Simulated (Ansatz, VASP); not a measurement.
**One calculation of Mg2CdSe3, two programs**

```
CELL_PARAMETERS angstrom
4.29629 0.00000 0.00000
-2.14814 3.72069 0.00000
0.00000 0.00000 20.84754
ATOMIC_POSITIONS crystal
Mg 0.66667 0.33333 0.16735
Mg 0.66667 0.33333 0.83041
Mg 0.33333 0.66667 0.33041
Mg 0.33333 0.66667 0.66735
Cd 0.66667 0.33333 0.50077
Cd 0.33333 0.66667 0.00077
Se 0.66667 0.33333 0.29197
Se 0.66667 0.33333 0.62937
Se 0.66667 0.33333 0.95513
Se 0.33333 0.66667 0.12937
Se 0.33333 0.66667 0.45513
Se 0.33333 0.66667 0.79197
```

Alike in both runs: task relaxation of cell and atoms; functional PBE; k mesh 6 × 6 × 2; occupations gaussian, width 0.02 eV; no spin polarisation.

|  | VASP | Ansatz |
| --- | --- | --- |
| version | VASP 6.6.1 | Ansatz 0.2.0 |
| potentials or method | VASP PAW PBE potentials, release 64 (Mg, Cd, Se), cutoff 600 eV | scalar-relativistic, plane waves, PAW |
| valence electrons in the cell | 68 | 176 |

```tsv
	VASP	Ansatz	Ansatz less VASP
gap on the k mesh at the Fermi level, each at its own relaxed structure (eV)	1.54	1.55	+0.007
relaxed volume (Å³/atom)	27.89	27.87	-0.020
relaxed cell length with the largest relative difference (Å)	20.886	20.877	-0.0090
```

VASP's potentials hold 68 valence electrons a cell and Ansatz's 176, so a difference there can come from the potentials and not from the codes.
